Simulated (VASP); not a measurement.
# Mg3SiO (Pm-3m) in VASP: further runs

The runs below take Mg3SiO through single point, with PBE.

All numbers are computed with VASP 6.6.1; they aren't measurements. Logs are shortened: lines on timing, memory, paths and dates and some standing lists are left out, and cuts for length are marked.

## 1. The cell of the first run

The structure is cubic, space group Pm-3m (No. 221). The conventional cell has a = 4.134 Å, b = 4.134 Å, c = 4.134 Å, α = 90.00°, β = 90.00°, γ = 90.00°. Within 3.9 Å of Si (site symmetry m-3m) lie 12 Mg at 2.92 Å and 8 O at 3.58 Å. Within 2.7 Å of O (site symmetry m-3m) lie 6 Mg at 2.07 Å. Within 2.7 Å of Mg (site symmetry 4/mmm) lie 2 O at 2.07 Å.

## 2. Single point, PBE (14.13 Å³/atom)

The input, INCAR:

```
PREC     = Accurate       # precision mode
ENCUT    = 840            # plane-wave cutoff, eV
EDIFF    = 1E-6           # SCF threshold, eV
ISMEAR   = -1             # smearing method
SIGMA    = 0.02           # smearing width, eV
LREAL    = False          # projectors in reciprocal space
LASPH    = True           # aspherical terms in the spheres
NELM     = 120            # most SCF steps
ALGO     = Normal         # electronic algorithm
ISIF     = 2              # what is computed and relaxed
LWAVE    = False          # write WAVECAR
LCHARG   = False          # write CHGCAR
GGA      = PE             # functional
NBANDS   = 28             # bands
GGA_COMPAT= False
```

The input, KPOINTS:

```
Automatic mesh
0
Gamma
  6 6 6
```

The input, POSCAR:

```
Mg3SiO
1.0
    4.1344748191      0.0000000000      0.0000000000
    0.0000000000      4.1344748191      0.0000000000
    0.0000000000      0.0000000000      4.1344748191
Si O Mg
1 1 3
Direct
    0.0000000000      0.0000000000      0.0000000000
    0.5000000000      0.5000000000      0.5000000000
    0.5000000000      0.5000000000      0.0000000000
    0.5000000000      0.0000000000      0.5000000000
    0.0000000000      0.5000000000      0.5000000000
```

Potentials or basis: VASP PAW PBE potentials, release 64 (Si, O, Mg_sv).

Run with:

```
cat potpaw_PBE.64/Si/POTCAR potpaw_PBE.64/O/POTCAR potpaw_PBE.64/Mg_sv/POTCAR > POTCAR
mpirun -np 1 vasp_std > vasp.out
```

OUTCAR:

```text
PREC = Accurate
   ENCUT = 840
   EDIFF = 1E-6
   ISMEAR = -1
   LREAL = False
   LASPH = True
   NELM = 120
   ISIF = 2
   GGA = PE

 ion  position               nearest neighbor table
   1  0.000  0.000  0.000-
   2  0.500  0.500  0.500-   3 2.07   4 2.07   5 2.07   3 2.07   4 2.07   5 2.07
   3  0.500  0.500  0.000-   2 2.07   2 2.07
   4  0.500  0.000  0.500-   2 2.07   2 2.07
   5  0.000  0.500  0.500-   2 2.07   2 2.07

  LATTYP: Found a simple cubic cell.
 ALAT       =     4.1344748191

  Lattice vectors:

 A1 = (   4.1344748191,   0.0000000000,   0.0000000000)
 A2 = (   0.0000000000,   4.1344748191,   0.0000000000)
 A3 = (   0.0000000000,   0.0000000000,   4.1344748191)

Analysis of symmetry for initial positions (statically):
=====================================================================
 Subroutine PRICEL returns:
 Original cell was already a primitive cell.

 Routine SETGRP: Setting up the symmetry group for a
 simple cubic supercell.

 Subroutine GETGRP returns: Found 48 space group operations
 (whereof 48 operations were pure point group operations)
 out of a pool of 48 trial point group operations.

The static configuration has the point symmetry O_h .

Analysis of symmetry for dynamics (positions and initial velocities):
=====================================================================
 Subroutine PRICEL returns:
 Original cell was already a primitive cell.

 Routine SETGRP: Setting up the symmetry group for a
 simple cubic supercell.

 Subroutine GETGRP returns: Found 48 space group operations
 (whereof 48 operations were pure point group operations)
 out of a pool of 48 trial point group operations.

The dynamic configuration has the point symmetry O_h .

 Subroutine INISYM returns: Found 48 space group operations
 (whereof 48 operations are pure point group operations),
 and found     1 'primitive' translations

----------------------------------------------------------------------------------------

                                     Primitive cell

  volume of cell :      70.6742

  direct lattice vectors                    reciprocal lattice vectors
     4.134474819  0.000000000  0.000000000     0.241868688  0.000000000  0.000000000
     0.000000000  4.134474819  0.000000000     0.000000000  0.241868688  0.000000000
     0.000000000  0.000000000  4.134474819     0.000000000  0.000000000  0.241868688

  length of vectors
     4.134474819  4.134474819  4.134474819     0.241868688  0.241868688  0.241868688

  position of ions in fractional coordinates (direct lattice)
     0.000000000  0.000000000  0.000000000
     0.500000000  0.500000000  0.500000000
     0.500000000  0.500000000  0.000000000
     0.500000000  0.000000000  0.500000000
     0.000000000  0.500000000  0.500000000

  ion indices of the primitive-cell ions
   primitive index   ion index
                 1           1
                 2           2
                 3           3
                 4           4
                 5           5

----------------------------------------------------------------------------------------

 KPOINTS: Automatic mesh

Automatic generation of k-mesh.
 Grid dimensions read from file:
 generate k-points for:    6    6    6

 Generating k-lattice:

  Cartesian coordinates                     Fractional coordinates (reciprocal lattice)
     0.040311448  0.000000000  0.000000000     0.166666667  0.000000000  0.000000000
     0.000000000  0.040311448  0.000000000     0.000000000  0.166666667  0.000000000
     0.000000000  0.000000000  0.040311448     0.000000000  0.000000000  0.166666667

  Length of vectors
     0.040311448  0.040311448  0.040311448

  Shift w.r.t. Gamma in fractional coordinates (k-lattice)
     0.000000000  0.000000000  0.000000000

 Subroutine IBZKPT returns following result:
 ===========================================

 Found     20 irreducible k-points:

 Following reciprocal coordinates:
            Coordinates               Weight
  0.000000  0.000000  0.000000      1.000000
  0.166667  0.000000  0.000000      6.000000
  0.333333  0.000000  0.000000      6.000000
  0.500000  0.000000  0.000000      3.000000
  0.166667  0.166667  0.000000     12.000000
  0.333333  0.166667  0.000000     24.000000
[... 12 lines left out ...]
  0.500000  0.500000  0.333333      6.000000
  0.500000  0.500000  0.500000      1.000000
   k-points           NKPTS =     20   k-points in BZ     NKDIM =     20   number of bands    NBANDS=     28
   number of dos      NEDOS =    301   number of ions     NIONS =      5
   total plane-waves  NPLWV =  64000
   dimension x,y,z NGX =    40 NGY =   40 NGZ =   40
   dimension x,y,z NGXF=    80 NGYF=   80 NGZF=   80
   ions per type =               1   1   3
   NGX,Y,Z   is equivalent  to a cutoff of  16.08, 16.08, 16.08 a.u.
   NGXF,Y,Z  is equivalent  to a cutoff of  32.17, 32.17, 32.17 a.u.
 SYSTEM =  unknown system
   PREC   = accura    normal or accurate (medium, high low for compatibility)
   ISTART =      0    job   : 0-new  1-cont  2-samecut
   ICHARG =      2    charge: 1-file 2-atom 10-const
   ISPIN  =      1    spin polarized calculation?
   LNONCOLLINEAR =      F non collinear calculations
   LSORBIT =      F    spin-orbit coupling
   LASPH  =      T    aspherical Exc in radial PAW
   ENCUT  =  840.0 eV  61.74 Ry    7.86 a.u.   9.77  9.77  9.77*2*pi/ulx,y,z
   NELM   =    120;   NELMIN=  2; NELMDL= -5     # of ELM steps
   EDIFF  = 0.1E-05   stopping-criterion for ELM
   LREAL  =      F    real-space projection
[... 7 lines left out ...]
   TEBEG  =    0.0;   TEEND  =   0.0 temperature during run
   PSTRESS=    0.0 pullay stress
   NELECT =      40.0000    total number of electrons
   NUPDOWN=      -1.0000    fix difference up-down
   EMIN   =  10.00;   EMAX   =-10.00  energy-range for DOS
   EFERMI =   0.00;   METHOD = LEGACY
   ISMEAR =    -1;   SIGMA  =   0.02  broadening in eV -4-tet -1-fermi 0-gaus
   EFERMI_NEDOS =   21; number of points for ismear=-14 and -15
   IALGO  =     38    algorithm
   IMIX   =      4    mixing-type and parameters
     AMIX     =   0.40;   BMIX     =  1.00
     AMIX_MAG =   1.60;   BMIX_MAG =  1.00
  volume/ion in A,a.u.               =      14.13        95.39
  Fermi-wavevector in a.u.,A,eV,Ry     =   1.354174  2.559018 24.950191  1.833787
  Thomas-Fermi vector in A             =   2.481368
   LORBIT       =      0    0 simple, 1 ext, 2 COOP (PROOUT), +10 PAW based schemes
   GGA     = PE    functional components
   LHFCALC =     F    Hartree Fock is set to
   AEXX    =    0.0000 exact exchange contribution
   IVDW    =     0    specifies the selected vdW correction
   LEPSILON=     F    determine dielectric tensor
   LRPA    =     F    only Hartree local field effects (RPA)
 non-spin polarized calculation
  energy-cutoff  :      840.00
  volume of cell :       70.67
 maximum number of plane-waves:      3948
 NGX is ok and might be reduce to    40
   NGX = 19   NGY = 19   NGZ = 19

 number of electron      40.0000028 magnetization

 Free energy of the ion-electron system (eV)
  ---------------------------------------------------
  ext. energy  EPLUGINS =         0.00000000
  ---------------------------------------------------
  free energy    TOTEN  =       -19.83418404 eV

  energy without entropy =      -19.83413472  energy(sigma->0) =      -19.83415938

 E-fermi :   5.7154     XC(G=0): -10.3234

 val. band max:        5.5860565677   @ k =   0.5000   0.3333   0.0000
 cond. band min:       5.8310691086   @ k =   0.5000   0.5000   0.1667
 fundamental gap:      0.2450125410
 Fermi energy:         5.7153953093

 k-point     1 :       0.0000    0.0000    0.0000
  band No.  band energies     occupation
      1     -70.6488      2.00000
      2     -70.6385      2.00000
      3     -70.6385      2.00000
      4     -37.4352      2.00000
      5     -37.4352      2.00000
      6     -37.4352      2.00000
[... 20 lines left out ...]
     27      14.0113      0.00000
     28      14.0113      0.00000

 k-point     2 :       0.1667    0.0000    0.0000
  band No.  band energies     occupation
      1     -70.6482      2.00000
      2     -70.6392      2.00000
      3     -70.6384      2.00000
      4     -37.4329      2.00000
      5     -37.4329      2.00000
      6     -37.4318      2.00000
[... 20 lines left out ...]
     27      12.8088      0.00000
     28      14.0782      0.00000

 k-point     3 :       0.3333    0.0000    0.0000
  band No.  band energies     occupation
      1     -70.6468      2.00000
      2     -70.6408      2.00000
      3     -70.6384      2.00000
      4     -37.4275      2.00000
      5     -37.4275      2.00000
      6     -37.4222      2.00000
[... 20 lines left out ...]
     27      12.3979      0.00000
     28      12.6042      0.00000

 k-point     4 :       0.5000    0.0000    0.0000
  band No.  band energies     occupation
      1     -70.6456      2.00000
      2     -70.6421      2.00000
      3     -70.6386      2.00000
      4     -37.4240      2.00000
      5     -37.4240      2.00000
      6     -37.4116      2.00000
[... 454 lines left out ...]
     27      15.3522      0.00000
     28      15.3915      0.00000

 k-point    19 :       0.5000    0.5000    0.3333
  band No.  band energies     occupation
      1     -70.6419      2.00000
      2     -70.6419      2.00000
      3     -70.6419      2.00000
      4     -37.4599      2.00000
      5     -37.4309      2.00000
      6     -37.4275      2.00000
[... 20 lines left out ...]
     27      15.3313      0.00000
     28      16.4627      0.00000

 k-point    20 :       0.5000    0.5000    0.5000
  band No.  band energies     occupation
      1     -70.6419      2.00000
      2     -70.6419      2.00000
      3     -70.6419      2.00000
      4     -37.4658      2.00000
      5     -37.4309      2.00000
      6     -37.4309      2.00000
[... 20 lines left out ...]
     27      15.4489      0.00000
     28      16.9134      0.00000

------------------------ aborting loop because EDIFF is reached ----------------------------------------

  FORCE on cell =-STRESS in cart. coord.  units (eV):
  Direction    XX          YY          ZZ          XY          YZ          ZX
  --------------------------------------------------------------------------------------
  -------------------------------------------------------------------------------------
  Total        2.4549920      2.4549920      2.4549920      0.0000000     -0.0000000      0.0000000
  in kB       55.6544128     55.6544128     55.6544128      0.0000000     -0.0000000      0.0000000
  external PRESSURE =      55.6544128 kB  Pullay stress =       0.0000000 kB

 VOLUME and BASIS-vectors are now :
 -----------------------------------------------------------------------------
  energy-cutoff  :      840.00
  volume of cell :       70.67
      direct lattice vectors                 reciprocal lattice vectors
     4.134474819  0.000000000  0.000000000     0.241868688  0.000000000  0.000000000
     0.000000000  4.134474819  0.000000000     0.000000000  0.241868688  0.000000000
     0.000000000  0.000000000  4.134474819     0.000000000  0.000000000  0.241868688

 POSITION                                       TOTAL-FORCE (eV/Angst)
 -----------------------------------------------------------------------------------
      0.00000      0.00000      0.00000         0.000000      0.000000      0.000000
      2.06724      2.06724      2.06724         0.000000      0.000000      0.000000
      2.06724      2.06724      0.00000         0.000000      0.000000      0.000000
      2.06724      0.00000      2.06724         0.000000      0.000000      0.000000
      0.00000      2.06724      2.06724         0.000000      0.000000      0.000000
 -----------------------------------------------------------------------------------
    total drift:                               -0.000000      0.000000     -0.000000

  FREE ENERGIE OF THE ION-ELECTRON SYSTEM (eV)
  ---------------------------------------------------
  free  energy   TOTEN  =       -19.8341840408 eV

  energy  without entropy=      -19.8341347176  energy(sigma->0) =      -19.83415938
```

Wall time 46 s (1 thread of Intel Xeon Platinum 8488C (Sapphire Rapids), shared host); peak memory 0.26 GiB.

What came out:

| Item | Value |
| --- | --- |
| Free energy | -19.8342 eV |
| Pressure | 5.6 GPa |
| Band gap on the k mesh | 0.24 eV (least direct gap 0.52 eV) |

Caveat: the cell stands under pressure; semilocal functionals underestimate gaps, and a narrow one can read as zero. A k mesh can miss the band edges.

[end of part 1 of 2]
